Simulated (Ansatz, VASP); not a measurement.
## AlP in VASP and in Ansatz

Contents of INCAR:

```
ALGO     = Normal         # electronic algorithm
EDIFF    = 1E-6           # SCF threshold, eV
ENCUT    = 500            # plane-wave cutoff, eV
GGA      = PS             # functional
GGA_COMPAT= False        
ISIF     = 2              # what is computed and relaxed
ISMEAR   = 0              # smearing method
LASPH    = True           # aspherical terms in the spheres
LCHARG   = False          # write CHGCAR
LREAL    = False          # projectors in reciprocal space
LWAVE    = False          # write WAVECAR
NBANDS   = 11             # bands
NELM     = 120            # most SCF steps
PREC     = Accurate       # precision mode
SIGMA    = 0.02           # smearing width, eV
```

Contents of KPOINTS:

```
k-points
0
Gamma
  10 10 10
```

File POSCAR:

```
AlP
1.0
    0.0000000000      2.5409952457      2.5409952457
    2.5409952457      0.0000000000      2.5409952457
    2.5409952457      2.5409952457      0.0000000000
Al P
1 1
Direct
    0.0000000000      0.0000000000      0.0000000000
    0.7500000000      0.7500000000      0.7500000000
```

Input for Ansatz:

```yaml
crystal:
  lattice:
    - [0.0, 2.5409952457, 2.5409952457]
    - [2.5409952457, 0.0, 2.5409952457]
    - [2.5409952457, 2.5409952457, 0.0]
  atoms:
    - { symbol: Al, position: [0.0, 0.0, 0.0] }
    - { symbol: P, position: [0.75, 0.75, 0.75] }
basis:
  ecutwfc: 420
kpoints:
  mp_grid: { grid: [10, 10, 10] }
  band_path: { path: [VBM, CBM], npoints: 2 }
hamiltonian:
  xc: pbesol
scf:
  occupations: { method: gaussian, width: 0.02 }
output:
  forces: true
  stress: true
  eigenvalues: true
checkpoint:
  read: start.run
  write: ck
  compress: false
  write_wavefunctions: false
  write_every: 100000
```

Alike in both runs: task single point; functional PBEsol; k mesh 10 × 10 × 10; occupations gaussian, width 0.02 eV; no spin polarisation.

|  | VASP | Ansatz |
| --- | --- | --- |
| version | VASP 6.6.1 | Ansatz 0.2.0 |
| potentials or method | VASP PAW PBE potentials, release 64 (Al, P), cutoff 500 eV | scalar-relativistic, plane waves, PAW |
| valence electrons in the cell | 8 | 8 |

|  | VASP | Ansatz | Ansatz less VASP |
| --- | --- | --- | --- |
| gap on the k mesh at the Fermi level (eV) | 0.93 | 0.93 | +0.005 |
| least direct gap on the mesh (eV) | 3.52 | 3.53 | +0.002 |

VASP's potentials were made for PBE, not for PBEsol. The functional is the same, so the differences come from potentials, cutoffs and numerics.
